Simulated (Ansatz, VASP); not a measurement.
One calculation of In, two programs

INCAR

```
  PREC = Accurate
  ENCUT = 520
  EDIFF = 1E-6
  ISMEAR = 0
  SIGMA = 0.15
  LREAL = False
  LASPH = True
  NELM = 100
  ALGO = Fast
  ISIF = 2
  LWAVE = False
  LCHARG = False
  GGA = PE
  NBANDS = 12
```

The input KPOINTS:

```
regular mesh
0
Gamma
  18 18 18
```

Contents of POSCAR:

```
In
1.0
   -1.8072242304      1.8072242304      1.9578262496
    1.8072242304     -1.8072242304      1.9578262496
    1.8072242304      1.8072242304     -1.9578262496
In
1
Direct
    0.0000000000      0.0000000000      0.0000000000
```

Input for Ansatz:

```yaml
crystal:
  lattice:
    - [-1.8072242304, 1.8072242304, 1.9578262496]
    - [1.8072242304, -1.8072242304, 1.9578262496]
    - [1.8072242304, 1.8072242304, -1.9578262496]
  atoms:
    - { symbol: In, position: [0.0, 0.0, 0.0] }
basis:
  ecutwfc: 420
kpoints:
  mp_grid: { grid: [18, 18, 18] }
hamiltonian:
  xc: pbe
scf:
  occupations: { method: gaussian, width: 0.15 }
output:
  forces: true
  stress: true
  eigenvalues: true
```

Change from the starting cell: strain -0.040 along x and y, +0.040 along z, atoms carried along.

Alike in both runs: task single point; functional PBE; k mesh 18 × 18 × 18; occupations gaussian, width 0.15 eV; no spin polarisation.

```csv
,VASP,Ansatz
version,VASP 6.6.1,Ansatz 0.2.0
potentials or method,"VASP PAW PBE potentials, release 64 (In_d), cutoff 520 eV","scalar-relativistic, plane waves, PAW"
valence electrons in the cell,13,13
```

```csv
,VASP,Ansatz,Ansatz less VASP
gap on the k mesh at the Fermi level (eV),none,none,-
pressure (GPa),3.2,3.4,+0.18
"traceless stress, the component that is largest in VASP (GPa)",0.24,0.24,+0.001
```

A gap of «none» marks a metal or a gap that the smearing closes. With one functional, cell and mesh, what is left measures potentials, basis and numerics.
